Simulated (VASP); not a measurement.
Input of a VASP 6.6.1 run:

INCAR

```
SYSTEM = BN
ALGO = Normal
EDIFF = 1E-7
EDIFFG = -0.01
ENCUT = 600
GGA = PS
IBRION = 2
ISIF = 3
ISMEAR = -1
LASPH = .True.
LCHARG = .False.
LREAL = .False.
LWAVE = .False.
NELM = 60
NSW = 60
PREC = Accurate
PSTRESS = 300.0
SIGMA = 0.05
```

File KPOINTS:

```
k-points
0
Gamma
  13 13 13
  0 0 0
```

POSCAR

```
BN
1.0
    0.0000000000      1.8130010000      1.8130010000
    1.8130010000      0.0000000000      1.8130010000
    1.8130010000      1.8130010000      0.0000000000
N B
1 1
Direct
    0.2500000000      0.2500000000      0.2500000000
    0.0000000000      0.0000000000      0.0000000000
```

Potentials or basis: VASP PAW PBE potentials, release 64 (N, B).

Launch:

```console
$ cat potpaw_PBE.64/N/POTCAR potpaw_PBE.64/B/POTCAR > POTCAR
$ mpirun -np 1 vasp_std > vasp.out
```

What does it give for the relaxed cell?

a = 2.493 Å, b = 2.493 Å, c = 2.493 Å, α = 60.00°, β = 60.00°, γ = 60.00°.

What does it give for the space group after relaxing (to 0.05 Å)?

F-43m (No. 216).

Predict the band gap on the k mesh.

4.43 eV, indirect (least direct gap 9.11 eV).

Step by step:
| step | energy change (eV) | largest force (eV/Å) | pressure (GPa) | volume (Å³) |
| --- | --- | --- | --- | --- |
| 1 | 0.0000 | 0.0000 | -6.03 | 11.92 |
| 2 | 0.5301 | 0.0000 | 99.86 | 9.75 |
| 3 | 0.0602 | 0.0000 | 28.78 | 10.98 |
| 4 | 0.0647 | 0.0000 | 29.88 | 10.96 |

Caveat: the cell is relaxed towards a set pressure, so the enthalpy falls and the energy may rise; the PAW data sets were made with another functional, which shifts forces and pressure a little. A k mesh can miss the band edges.
